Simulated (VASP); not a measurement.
Write the native input for VASP 6.6.1 that does the following.

* Task: single point
* Functional: PBE
* Potentials or basis: VASP PAW PBE potentials, release 64 (I)
* Cutoff: 500 eV
* k mesh: 4 × 4 × 4
* Occupations: fermi-dirac, width 0.15 eV
* Spin: non-collinear spin, zero start, spin-orbit coupling
* Starting moments: [[0, 0, 0]] μB
* Dipole correction: no
* Further INCAR settings: ALGO = Normal; EDIFF = 1e-06; NBANDS = 18

The structure of I lies in POSCAR:

```
I
1.0
    0.0000000000      2.5962000000      2.5962000000
    2.5962000000      0.0000000000      2.5962000000
    2.5962000000      2.5962000000      0.0000000000
I
1
Direct
    0.0000000000      0.0000000000      0.0000000000
```

These files were run (other wordings do the same):

INCAR

```
PREC     = Accurate       # precision mode
ENCUT    = 500            # plane-wave cutoff, eV
EDIFF    = 1E-6           # SCF threshold, eV
ISMEAR   = -1             # smearing method
SIGMA    = 0.15           # smearing width, eV
LREAL    = False          # projectors in reciprocal space
LASPH    = True           # aspherical terms in the spheres
NELM     = 200            # most SCF steps
ALGO     = Normal         # electronic algorithm
ISIF     = 2              # what is computed and relaxed
LWAVE    = False          # write WAVECAR
LCHARG   = False          # write CHGCAR
MAGMOM   = 0 0 0          # initial moments
LORBIT   = 11             # projections on sites
LSORBIT  = True           # spin-orbit coupling
GGA_COMPAT= False        
LORBMOM  = True         
GGA      = PE             # functional
NBANDS   = 18             # bands
```

KPOINTS

```
Automatic mesh
0
Gamma
  4 4 4
```

Potentials or basis: VASP PAW PBE potentials, release 64 (I).

Command:

```console
$ cat potpaw_PBE.64/I/POTCAR > POTCAR
$ mpirun -np 1 vasp_ncl > vasp.out
```

It gave:

The pressure is 0.9 GPa. The net moment is 0.00 μB per cell and the valence electrons inside the program's atomic spheres are I 4.16.

Caveat: the k points lie up to 0.52 Å⁻¹ apart.

Wall time 34 s on 1 thread of AMD EPYC 7R13, on a shared host, peak memory 0.2 GiB.
